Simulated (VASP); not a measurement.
# K2S (fluorite type) (Fm-3m) in VASP: a series of runs, part 2 of 2

VASP 6.6.1.

## Step 4: Single point, PBE

This run uses another cell than the first one, of 34.63 Å³/atom.

The input, INCAR:

```
PREC = Accurate
ENCUT = 500
EDIFF = 1E-6
ISMEAR = -1
SIGMA = 0.03
LREAL = False
LASPH = True
NELM = 120
ALGO = Normal
ISIF = 2
LWAVE = False
LCHARG = False
GGA = PE
NBANDS = 19
GGA_COMPAT = False
```

The input, KPOINTS:

```
Automatic mesh
0
Gamma
  10 10 10
```

The input, POSCAR:

```
K2S
1.0
    0.0000000000      3.7313253802      3.7313253802
    3.7313253802      0.0000000000      3.7313253802
    3.7313253802      3.7313253802      0.0000000000
S K
1 2
Direct
    0.0000000000      0.0000000000      0.0000000000
    0.2500000000      0.2500000000      0.2500000000
    0.7500000000      0.7500000000      0.7500000000
```

Potentials or basis: VASP PAW PBE potentials, release 64 (S, K_sv).

Command:

```console
> cat potpaw_PBE.64/S/POTCAR potpaw_PBE.64/K_sv/POTCAR > POTCAR
> mpirun -np 1 vasp_std > vasp.out
```

OUTCAR:

```text
PREC = Accurate
   ENCUT = 500
   EDIFF = 1E-6
   ISMEAR = -1
   LREAL = False
   LASPH = True
   NELM = 120
   ISIF = 2
   GGA = PE

 ion  position               nearest neighbor table
   1  0.000  0.000  0.000-   3 3.23   3 3.23   3 3.23   2 3.23   3 3.23   2 3.23   2 3.23   2 3.23

   2  0.250  0.250  0.250-   1 3.23   1 3.23   1 3.23   1 3.23   3 3.73   3 3.73   3 3.73   3 3.73
                             3 3.73   3 3.73
   3  0.750  0.750  0.750-   1 3.23   1 3.23   1 3.23   1 3.23   2 3.73   2 3.73   2 3.73   2 3.73
                             2 3.73   2 3.73

[... 723 lines left out ...]
  FORCE on cell =-STRESS in cart. coord.  units (eV):
  Direction    XX          YY          ZZ          XY          YZ          ZX
  --------------------------------------------------------------------------------------
  -------------------------------------------------------------------------------------
  Total        0.0178437      0.0178437      0.0178437      0.0000000      0.0000000     -0.0000000
  in kB        0.2751542      0.2751542      0.2751542      0.0000000      0.0000000     -0.0000000
  external PRESSURE =       0.2751542 kB  Pullay stress =       0.0000000 kB

 VOLUME and BASIS-vectors are now :
 -----------------------------------------------------------------------------
  energy-cutoff  :      500.00
  volume of cell :      103.90
      direct lattice vectors                 reciprocal lattice vectors
     0.000000000  3.731325380  3.731325380    -0.134000643  0.134000643  0.134000643
     3.731325380  0.000000000  3.731325380     0.134000643 -0.134000643  0.134000643
     3.731325380  3.731325380  0.000000000     0.134000643  0.134000643 -0.134000643

 POSITION                                       TOTAL-FORCE (eV/Angst)
 -----------------------------------------------------------------------------------
      0.00000      0.00000      0.00000         0.000000     -0.000000     -0.000000
      1.86566      1.86566      1.86566        -0.000000      0.000000      0.000000
      5.59699      5.59699      5.59699        -0.000000      0.000000      0.000000
 -----------------------------------------------------------------------------------
    total drift:                               -0.000000     -0.000000      0.000000

  FREE ENERGIE OF THE ION-ELECTRON SYSTEM (eV)
  ---------------------------------------------------
  free  energy   TOTEN  =        -9.4207902695 eV

  energy  without entropy=       -9.4207902695  energy(sigma->0) =       -9.42079027
```

OSZICAR:

```text
N       E                     dE             d eps       ncg     rms          rms(c)
DAV:   1     0.150802854577E+03    0.15080E+03   -0.10651E+04  1786   0.105E+03
DAV:   2     0.156525839175E+01   -0.14924E+03   -0.14492E+03  1980   0.297E+02
DAV:   3    -0.105703346371E+02   -0.12136E+02   -0.12082E+02  3219   0.651E+01
DAV:   4    -0.108602640460E+02   -0.28993E+00   -0.28977E+00  2564   0.962E+00
DAV:   5    -0.108729111809E+02   -0.12647E-01   -0.12646E-01  2810   0.131E+00    0.516E+00
DAV:   6    -0.948597185960E+01    0.13869E+01   -0.37789E+00  2453   0.731E+00    0.465E+00
DAV:   7    -0.940314191831E+01    0.82830E-01   -0.96384E-01  2364   0.313E+00    0.342E+00
DAV:   8    -0.943130981094E+01   -0.28168E-01   -0.27745E-01  2035   0.199E+00    0.105E+00
DAV:   9    -0.941479341398E+01    0.16516E-01   -0.93697E-02  2045   0.859E-01    0.575E-01
DAV:  10    -0.942118739714E+01   -0.63940E-02   -0.11896E-02  2014   0.401E-01    0.169E-01
DAV:  11    -0.942048595095E+01    0.70145E-03   -0.60768E-03  2135   0.235E-01    0.112E-01
DAV:  12    -0.942080746121E+01   -0.32151E-03   -0.24073E-03  2035   0.140E-01    0.114E-01
DAV:  13    -0.942078686017E+01    0.20601E-04   -0.93929E-04  2082   0.931E-02    0.214E-02
DAV:  14    -0.942078998867E+01   -0.31285E-05   -0.29930E-05  2066   0.247E-02    0.110E-02
DAV:  15    -0.942079026954E+01   -0.28087E-06   -0.45209E-06  1839   0.685E-03
   1 F= -.94207903E+01 E0= -.94207903E+01  d E =-.113441E-11
```

It took 2.4 min on 1 thread of Oxide Virtual Turin-like, shared host; peak memory 0.24 GiB.

Results:

```
Free energy            : -9.4208 eV
Pressure               : 0.0 GPa
Band gap on the k mesh : 2.32 eV (least direct gap 2.50 eV)
```

Levels at points of the mesh, in eV from the valence-band top:
| k point | band 9 | band 10 | band 11 | band 12 | band 13 | band 14 | band 15 | band 16 |
| --- | --- | --- | --- | --- | --- | --- | --- | --- |
| (0.00, 0.00, 0.00) | -9.60 | -0.17 | -0.17 | -0.17 | 2.32 | 5.46 | 5.46 | 7.39 |
| (0.50, 0.00, 0.00) | -9.42 | -0.60 | -0.06 | -0.06 | 4.67 | 4.91 | 5.78 | 5.78 |
| (0.50, 0.50, 0.00) | -9.37 | -0.72 | 0.00 | 0.00 | 3.50 | 5.24 | 6.47 | 6.59 |

A k mesh can miss the band edges.

## Step 5: Summary

| cell | gap on the mesh (eV) | pressure (GPa) |
| --- | --- | --- |
| a = 5.170 Å, angles 60.0°, 3 atoms | 2.48 | 1.3 |
| a = 5.241 Å, angles 60.0°, 3 atoms | 2.37 | 0.4 |
| a = 5.277 Å, angles 60.0°, 3 atoms | 2.32 | 0.0 |

Alike in all rows: task single point; level PBE; potentials or basis VASP PAW PBE potentials, release 64 (S, K_sv); no spin polarisation; k mesh 10 × 10 × 10; cutoff (eV) 500; smearing fermi-dirac 0.03 eV.

Total energies depend on the potentials used, so only differences within one code and one set of settings carry meaning.
